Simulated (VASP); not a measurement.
The system is TaTeI2.

```
Ta Te I
1.0
     4.35864    0.00000    0.00000
     0.00000    5.27420    0.00000
     0.00000    0.00000    6.40163
Ta Te I
1 1 2
Cartesian
  2.1793 2.6371 0.0000
  0.0000 0.0000 0.0000
  0.0000 2.6371 4.6119
  0.0000 2.6371 1.7897
```

The cell was generated, and may not be a known phase.

| Quantity | Value |
| --- | --- |
| Program | VASP 6.6.1 |
| Task | relaxation of cell and atoms |
| Functional | PBE |
| Potentials or basis | VASP PAW PBE potentials, release 64 (Ta_pv, Te, I) |
| Cutoff | 600 eV |
| k mesh | 4 × 4 × 4 |
| Occupations | gaussian, width 0.1 eV |
| Spin | no spin polarisation |

At the start: pressure 4.2 GPa; volume 36.79 Å³/atom.

Problem. Where does the relaxation end?

Solution. Over 17 steps the energy falls by 850.2 meV/atom and the volume is 39.23 Å³/atom (+6.6 %); space group Pmmm (No. 47, to 0.1 Å) before and after.

The path:
| step | energy change (eV) | largest force (eV/Å) | pressure (GPa) | volume (Å³) |
| --- | --- | --- | --- | --- |
| 1 | 0.0000 | 1.6243 | 4.25 | 147.16 |
| 2 | -2.2621 | 0.1652 | -1.66 | 166.27 |
| 3 | -2.7420 | 0.1153 | -2.95 | 174.93 |
| 4 | -2.8362 | 0.9441 | -3.26 | 188.85 |
| 5 | -2.9146 | 0.4533 | -3.33 | 181.60 |
| 6 | -3.0686 | 0.8348 | 2.84 | 158.10 |
| 7 | -3.1563 | 0.2934 | 0.06 | 166.28 |
| 8 | -3.2974 | 0.2773 | 0.16 | 161.77 |
| 9 | -3.3726 | 0.3496 | 0.57 | 157.15 |
| 10 | -3.2090 | 0.5026 | 3.14 | 146.97 |
| 11 | -3.3813 | 0.3762 | 0.82 | 155.46 |
| 12 | -3.3813 | 0.3875 | 0.94 | 154.79 |
| 13 | -3.3755 | 0.3527 | -1.17 | 160.37 |
| 14 | -3.4003 | 0.0142 | -0.13 | 157.34 |
| 15 | -3.4003 | 0.0210 | -0.11 | 157.29 |
| 16 | -3.4005 | 0.0086 | 0.12 | 156.59 |
| 17 | -3.4010 | 0.0145 | 0.01 | 156.91 |

Final structure:
```xyz
4
Lattice="3.4660 0.0000 0.0000 0.0000 4.8315 0.0000 0.0000 0.0000 9.3702" Properties=species:S:1:pos:R:3 pbc="T T T"
Ta    1.7330    2.4157    0.0000
Te    0.0000    0.0000    0.0000
I     0.0000    2.4157    6.9635
I     0.0000    2.4157    2.4067
```

Caveat: the k points lie up to 0.45 Å⁻¹ apart in the final cell, too coarse for converged energies and pressures of a metal; a cell axis changed by over 15 % at a fixed basis, so the end point is rough; this functional lacks dispersion, which binds layers or chains, so the pressure and a relaxed spacing across them are unreliable; an odd number of electrons without spin polarisation forces a metal; a magnetic or distorted state may lie lower.
